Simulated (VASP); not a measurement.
# Se (Cmcm) in VASP: a series of runs, part 2 of 2

VASP 6.6.1. The steps go on from the part before.

**4. Single point, PBEsol**

This run uses another cell than the first one, of 27.93 Å³/atom, 1.049 times its volume.

INCAR reads:

```
PREC = Accurate
ENCUT = 520
EDIFF = 1E-6
ISMEAR = -1
SIGMA = 0.05
LREAL = False
LASPH = True
NELM = 60
ALGO = Normal
ISIF = 2
LWAVE = False
LCHARG = False
GGA = PS
NBANDS = 13
```

KPOINTS reads:

```
Automatic mesh
0
Gamma
  8 8 4
```

POSCAR reads:

```
Se
1.0
    1.4282888949     -4.1375538947      0.0000000000
    1.4282888949      4.1375538947      0.0000000000
    0.0000000000      0.0000000000      4.7259978272
Se
2
Direct
    0.9356550000      0.0643450000      0.2500000000
    0.0643450000      0.9356550000      0.7500000000
```

Potentials or basis: VASP PAW PBE potentials, release 64 (Se).

The run is started by

```
cat potpaw_PBE.64/Se/POTCAR > POTCAR
mpirun -np 1 vasp_std > vasp.out
```

OUTCAR:

```text
PREC = Accurate
   ENCUT = 520
   EDIFF = 1E-6
   ISMEAR = -1
   LREAL = False
   LASPH = True
   NELM = 60
   ISIF = 2
   GGA = PS

 ion  position               nearest neighbor table
   1  0.936  0.064  0.250-   2 2.59   2 2.59
   2  0.064  0.936  0.750-   1 2.59   1 2.59

  LATTYP: Found a base centered orthorhombic cell.
 ALAT       =     2.8565777898
 B/A-ratio  =     2.8968606488
 C/A-ratio  =     1.6544264413

  Lattice vectors:

 A1 = (   1.4282888949,  -4.1375538947,   0.0000000000)
 A2 = (   1.4282888949,   4.1375538947,   0.0000000000)
 A3 = (   0.0000000000,   0.0000000000,   4.7259978272)

Analysis of symmetry for initial positions (statically):
=====================================================================
 Subroutine PRICEL returns:
 Original cell was already a primitive cell.

 Routine SETGRP: Setting up the symmetry group for a
 base centered orthorhombic supercell.

 Subroutine GETGRP returns: Found  8 space group operations
 (whereof  4 operations were pure point group operations)
 out of a pool of  8 trial point group operations.

The static configuration has the point symmetry C_2h.
 The point group associated with its full space group is D_2h.

Analysis of symmetry for dynamics (positions and initial velocities):
=====================================================================
 Subroutine PRICEL returns:
 Original cell was already a primitive cell.

 Routine SETGRP: Setting up the symmetry group for a
 base centered orthorhombic supercell.

 Subroutine GETGRP returns: Found  8 space group operations
 (whereof  4 operations were pure point group operations)
 out of a pool of  8 trial point group operations.

The dynamic configuration has the point symmetry C_2h.
 The point group associated with its full space group is D_2h.

 Subroutine INISYM returns: Found  8 space group operations
 (whereof  4 operations are pure point group operations),
 and found     1 'primitive' translations

----------------------------------------------------------------------------------------

                                     Primitive cell

  volume of cell :      55.8577

  direct lattice vectors                    reciprocal lattice vectors
     1.428288895 -4.137553895  0.000000000     0.350069234 -0.120844347  0.000000000
     1.428288895  4.137553895  0.000000000     0.350069234  0.120844347  0.000000000
     0.000000000  0.000000000  4.725997827     0.000000000  0.000000000  0.211595527

  length of vectors
     4.377140779  4.377140779  4.725997827     0.370340148  0.370340148  0.211595527

  position of ions in fractional coordinates (direct lattice)
     0.935655000  0.064345000  0.250000000
     0.064345000  0.935655000  0.750000000

  ion indices of the primitive-cell ions
   primitive index   ion index
                 1           1
                 2           2

----------------------------------------------------------------------------------------

 KPOINTS: Automatic mesh

Automatic generation of k-mesh.
 Grid dimensions read from file:
 generate k-points for:    8    8    4

 Generating k-lattice:

  Cartesian coordinates                     Fractional coordinates (reciprocal lattice)
     0.043758654 -0.015105543  0.000000000     0.125000000  0.000000000  0.000000000
     0.043758654  0.015105543  0.000000000     0.000000000  0.125000000  0.000000000
     0.000000000  0.000000000  0.052898882     0.000000000  0.000000000  0.250000000

  Length of vectors
     0.046292518  0.046292518  0.052898882

  Shift w.r.t. Gamma in fractional coordinates (k-lattice)
     0.000000000  0.000000000  0.000000000

 Subroutine IBZKPT returns following result:
 ===========================================

 Found     63 irreducible k-points:

 Following reciprocal coordinates:
            Coordinates               Weight
  0.000000  0.000000  0.000000      1.000000
  0.125000  0.000000  0.000000      4.000000
  0.250000  0.000000  0.000000      4.000000
  0.375000  0.000000  0.000000      4.000000
  0.500000  0.000000  0.000000      2.000000
  0.125000  0.125000  0.000000      2.000000
[... 16 lines left out ...]
  0.125000  0.000000  0.250000      8.000000
  0.250000  0.000000  0.250000      8.000000
 [... further k-points ...]
   k-points           NKPTS =     63   k-points in BZ     NKDIM =     63   number of bands    NBANDS=     13
   number of dos      NEDOS =    301   number of ions     NIONS =      2
   total plane-waves  NPLWV =  46656
   dimension x,y,z NGX =    36 NGY =   36 NGZ =   36
   dimension x,y,z NGXF=    72 NGYF=   72 NGZF=   72
   ions per type =               2
   NGX,Y,Z   is equivalent  to a cutoff of  13.67, 13.67, 12.66 a.u.
   NGXF,Y,Z  is equivalent  to a cutoff of  27.35, 27.35, 25.33 a.u.
 SYSTEM =  unknown system
   PREC   = accura    normal or accurate (medium, high low for compatibility)
   ISTART =      0    job   : 0-new  1-cont  2-samecut
   ICHARG =      2    charge: 1-file 2-atom 10-const
   ISPIN  =      1    spin polarized calculation?
   LNONCOLLINEAR =      F non collinear calculations
   LSORBIT =      F    spin-orbit coupling
   LASPH  =      T    aspherical Exc in radial PAW
   ENCUT  =  520.0 eV  38.22 Ry    6.18 a.u.   8.14  8.14  8.79*2*pi/ulx,y,z
   NELM   =     60;   NELMIN=  2; NELMDL= -5     # of ELM steps
   EDIFF  = 0.1E-05   stopping-criterion for ELM
   LREAL  =      F    real-space projection
   EDIFFG = 0.1E-04   stopping-criterion for IOM
   NSW    =      0    number of steps for IOM
   IBRION =     -1    ionic relax: 0-MD 1-quasi-New 2-CG
   NFREE  =      0    steps in history (QN), initial steepest desc. (CG)
   ISIF   =      2    stress and relaxation
   ISYM   =      2    0-nonsym 1-usesym 2-fastsym
   POTIM  = 0.5000    time-step for ionic-motion
   TEBEG  =    0.0;   TEEND  =   0.0 temperature during run
   PSTRESS=    0.0 pullay stress
   NELECT =      12.0000    total number of electrons
   NUPDOWN=      -1.0000    fix difference up-down
   EMIN   =  10.00;   EMAX   =-10.00  energy-range for DOS
   EFERMI =   0.00;   METHOD = LEGACY
   ISMEAR =    -1;   SIGMA  =   0.05  broadening in eV -4-tet -1-fermi 0-gaus
   EFERMI_NEDOS =   21; number of points for ismear=-14 and -15
   IALGO  =     38    algorithm
   IMIX   =      4    mixing-type and parameters
     AMIX     =   0.40;   BMIX     =  1.00
     AMIX_MAG =   1.60;   BMIX_MAG =  1.00
  volume/ion in A,a.u.               =      27.93       188.47
  Fermi-wavevector in a.u.,A,eV,Ry     =   0.980485  1.852847 13.079965  0.961350
  Thomas-Fermi vector in A             =   2.111418
   LORBIT       =      0    0 simple, 1 ext, 2 COOP (PROOUT), +10 PAW based schemes
   GGA     = PS    functional components
   LHFCALC =     F    Hartree Fock is set to
   AEXX    =    0.0000 exact exchange contribution
   IVDW    =     0    specifies the selected vdW correction
   LEPSILON=     F    determine dielectric tensor
   LRPA    =     F    only Hartree local field effects (RPA)
 non-spin polarized calculation
  energy-cutoff  :      520.00
  volume of cell :       55.86
 maximum number of plane-waves:      1522
 NGX is ok and might be reduce to    36
   NGX = 17   NGY = 17   NGZ = 17

 number of electron      11.9999999 magnetization

 Free energy of the ion-electron system (eV)
  ---------------------------------------------------
  ext. energy  EPLUGINS =         0.00000000
  ---------------------------------------------------
  free energy    TOTEN  =        -7.32999748 eV

  energy without entropy =       -7.31851745  energy(sigma->0) =       -7.32425746

 E-fermi :   2.3614     XC(G=0):  -8.9644

 val. band max:        2.3545017721   @ k =   0.5000   0.0000   0.2500
 cond. band min:       2.3900488319   @ k =  -0.2500   0.1250   0.0000
 fundamental gap:      0.0355470598
 Fermi energy:         2.3613668885

 k-point     1 :       0.0000    0.0000    0.0000
  band No.  band energies     occupation
      1     -12.9776      2.00000
      2      -9.4332      2.00000
      3      -3.6690      2.00000
      4       0.3056      2.00000
      5       0.4800      2.00000
      6       4.2358      0.00000
      7       4.6387      0.00000
      8       6.3597      0.00000
      9       7.6848      0.00000
     10       9.2101      0.00000
     11      11.2446      0.00000
     12      11.2547      0.00000
     13      14.8137      0.00000
[... 353 lines left out ...]
 k-point    24 :       0.2500    0.0000    0.2500
  band No.  band energies     occupation
      1     -11.8118      2.00000
      2      -9.4806      2.00000
      3      -2.0887      2.00000
      4      -0.2035      2.00000
      5       0.6502      2.00000
      6       1.5294      2.00000
      7       1.7595      1.99999
      8       4.6397      0.00000
      9       8.9472      0.00000
     10       9.5412      0.00000
     11      10.8507      0.00000
     12      12.6979      0.00000
     13      12.8028      0.00000

 [... further k-points ...]
[... 5 lines left out ...]
  --------------------------------------------------------------------------------------
  -------------------------------------------------------------------------------------
  Total       -2.0080328     -0.6584927     -1.7022514      0.0000000      0.0000000      0.0000000
  in kB      -57.5967725    -18.8876663    -48.8259896      0.0000000      0.0000000      0.0000000
  external PRESSURE =     -41.7701428 kB  Pullay stress =       0.0000000 kB

 VOLUME and BASIS-vectors are now :
 -----------------------------------------------------------------------------
  energy-cutoff  :      520.00
  volume of cell :       55.86
      direct lattice vectors                 reciprocal lattice vectors
     1.428288895 -4.137553895  0.000000000     0.350069234 -0.120844347  0.000000000
     1.428288895  4.137553895  0.000000000     0.350069234  0.120844347  0.000000000
     0.000000000  0.000000000  4.725997827     0.000000000  0.000000000  0.211595527

 POSITION                                       TOTAL-FORCE (eV/Angst)
 -----------------------------------------------------------------------------------
      1.42829     -3.60509      1.18150         0.000000     -0.335454      0.000000
      1.42829      3.60509      3.54450         0.000000      0.335454     -0.000000
 -----------------------------------------------------------------------------------
    total drift:                                0.000000      0.000000      0.000000

  FREE ENERGIE OF THE ION-ELECTRON SYSTEM (eV)
  ---------------------------------------------------
  free  energy   TOTEN  =        -7.3299974766 eV

  energy  without entropy=       -7.3185174480  energy(sigma->0) =       -7.32425746
```

stdout:

```text
POSCAR found type information on POSCAR Se
 POSCAR found :  1 types and       2 ions
 scaLAPACK will be used
 -----------------------------------------------------------------------------
|                                                                             |
|                                                                             |
|     You enforced a specific xc type in the INCAR file but a different       |
|     I HOPE YOU KNOW WHAT YOU ARE DOING!                                     |
|                                                                             |
 -----------------------------------------------------------------------------

 LDA part: xc-table for (Slater+PW92), standard interpolation
 POSCAR, INCAR and KPOINTS ok, starting setup
 FFT: planning ... GRIDC
 FFT: planning ... GRID_SOFT
 FFT: planning ... GRID
 WAVECAR not read
 entering main loop
```

Run time: 63 s. Hardware: 1 thread of AMD EPYC 7R13 (Zen 3), shared host; peak memory 0.18 GiB.

What came out:

```
Free energy            : -7.3300 eV
Pressure               : -4.2 GPa
Largest force          : 0.335 eV/Å
Band gap on the k mesh : zero (band 6 reaches 4.35 eV, above the bottom of band 7 at 1.71 eV)
```

Forces on the atoms (eV/Å):
```
Se   0.000 -0.335  0.000
Se   0.000  0.335  0.000
```

Levels at points of the mesh, in eV from the Fermi level:
```
           k point  band 4  band 5  band 6  band 7  band 8  band 9
(0.00, 0.00, 0.00)   -2.06   -1.88    1.87    2.28    4.00    5.32
(0.50, 0.00, 0.00)   -4.31   -3.25   -1.00   -0.28    3.11    5.12
(0.50, 0.50, 0.00)   -3.83   -1.88    0.82    1.71    4.08    8.36
(0.00, 0.00, 0.50)   -3.45    0.26    0.26    2.81    2.81    5.02
(0.50, 0.00, 0.50)   -4.90   -2.35   -2.35    2.16    2.16    5.45
(0.50, 0.50, 0.50)   -4.81    0.89    0.89    2.73    2.73    7.88
```

Caveat: the PAW data sets were made with another functional, which shifts forces and pressure a little.

**5. Single point, PBEsol**

This run uses another cell than the first one, of 28.58 Å³/atom, 1.073 times its volume.

INCAR reads:

```
SYSTEM = Se
PREC = Accurate ; ENCUT = 520
EDIFF = 1E-6 ; ISMEAR = -1
SIGMA = 0.05 ; LREAL = .False.
LASPH = .True. ; NELM = 60
ALGO = Normal ; ISIF = 2
LWAVE = .False. ; LCHARG = .False.
GGA = PS ; NBANDS = 13
```

KPOINTS reads:

```
regular mesh
0
Gamma
  8 8 4
  0 0 0
```

POSCAR reads:

```
Se
1.0
    1.4392761643     -4.1693824832      0.0000000000
    1.4392761643      4.1693824832      0.0000000000
    0.0000000000      0.0000000000      4.7623530853
Se
2
Direct
    0.9356550000      0.0643450000      0.2500000000
    0.0643450000      0.9356550000      0.7500000000
```

The run is started by

```
cat potpaw_PBE.64/Se/POTCAR > POTCAR
mpirun -np 1 vasp_std > vasp.out
```

Wall time 56 s (1 thread of AMD EPYC 7R13 (Zen 3), shared host); peak memory 0.18 GiB.

Results (log left out):

* Free energy: -7.2925 eV
* Pressure: -5.1 GPa
* Largest force: 0.408 eV/Å
* Band gap on the k mesh: zero (band 6 reaches 4.09 eV, above the bottom of band 7 at 1.49 eV)

Forces on the atoms (eV/Å):
```
Se   0.000 -0.408  0.000
Se   0.000  0.408  0.000
```

Stress tensor (GPa, compression positive):
```
-6.81  0.00  0.00
 0.00 -2.11  0.00
 0.00  0.00 -6.31
```

Levels at points of the mesh, in eV from the Fermi level:
| k point | band 3 | band 4 | band 5 | band 6 | band 7 | band 8 | band 9 | band 10 |
| --- | --- | --- | --- | --- | --- | --- | --- | --- |
| (0.00, 0.00, 0.00) | -5.87 | -1.98 | -1.81 | 1.82 | 2.24 | 3.86 | 5.31 | 6.86 |
| (0.50, 0.00, 0.00) | -5.88 | -4.20 | -3.16 | -0.96 | -0.28 | 3.05 | 5.20 | 5.91 |
| (0.50, 0.50, 0.00) | -5.60 | -3.70 | -1.82 | 0.85 | 1.66 | 3.94 | 8.34 | 10.32 |
| (0.00, 0.00, 0.50) | -3.37 | -3.37 | 0.26 | 0.26 | 2.72 | 2.72 | 5.08 | 5.08 |
| (0.50, 0.00, 0.50) | -4.76 | -4.76 | -2.30 | -2.30 | 2.08 | 2.08 | 5.52 | 5.52 |
| (0.50, 0.50, 0.50) | -4.67 | -4.67 | 0.86 | 0.86 | 2.64 | 2.64 | 7.86 | 7.86 |

Caveat: the PAW data sets were made with another functional, which shifts forces and pressure a little.

**6. Summary**

| cell | gap on the mesh (eV) | pressure (GPa) | largest force (eV/Å) |
| --- | --- | --- | --- |
| a = 4.308, b = 4.308, c = 4.652 Å, angles 90.0, 90.0, 141.9°, 2 atoms | none | -2.0 | 0.18 |
| a = 4.343, b = 4.343, c = 4.689 Å, angles 90.0, 90.0, 141.9°, 2 atoms | none | -3.1 | 0.26 |
| a = 4.377, b = 4.377, c = 4.726 Å, angles 90.0, 90.0, 141.9°, 2 atoms | none | -4.2 | 0.34 |
| a = 4.411, b = 4.411, c = 4.762 Å, angles 90.0, 90.0, 141.9°, 2 atoms | none | -5.1 | 0.41 |

Alike in all rows: task single point; level PBEsol; potentials or basis VASP PAW PBE potentials, release 64 (Se); no spin polarisation; k mesh 8 × 8 × 4; cutoff (eV) 520; smearing fermi-dirac 0.05 eV.

Caveats: the PAW data sets were made with another functional, which shifts forces and pressure a little.

Total energies depend on the potentials used, so only differences within one code and one set of settings carry meaning.
